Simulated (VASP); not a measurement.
The system is PbS.

```
CELL_PARAMETERS angstrom
0.00000 2.94510 2.94510
2.94510 0.00000 2.94510
2.94510 2.94510 0.00000
ATOMIC_POSITIONS crystal
Pb 0.00000 0.00000 0.00000
S 0.50000 0.50000 0.50000
```

Base run:

```yaml
Program: VASP 6.6.1
Functional: PBEsol
Potentials_or_basis: VASP PAW PBE potentials, release 64 (Pb_d, S)
Cutoff: 520 eV
k_mesh: 8 × 8 × 8
Occupations: fermi-dirac, width 0.06 eV
Spin: no spin polarisation
```

Its results: band gap on the k mesh 0.18 eV, direct; pressure 0.3 GPa.

Q: The run is repeated on the same cell with these changes: functional from PBEsol to PBE. What comes out?

A: Band gap on the k mesh 0.28 eV, direct; pressure 3.5 GPa.

PBE binds less tightly than PBEsol, so the same cell stands under more pressure.

Caveats: spin-orbit coupling is left out, which moves the levels of the heavy elements; the PAW data sets were made with another functional, which shifts forces and pressure a little (some runs).

A k mesh can miss the band edges.
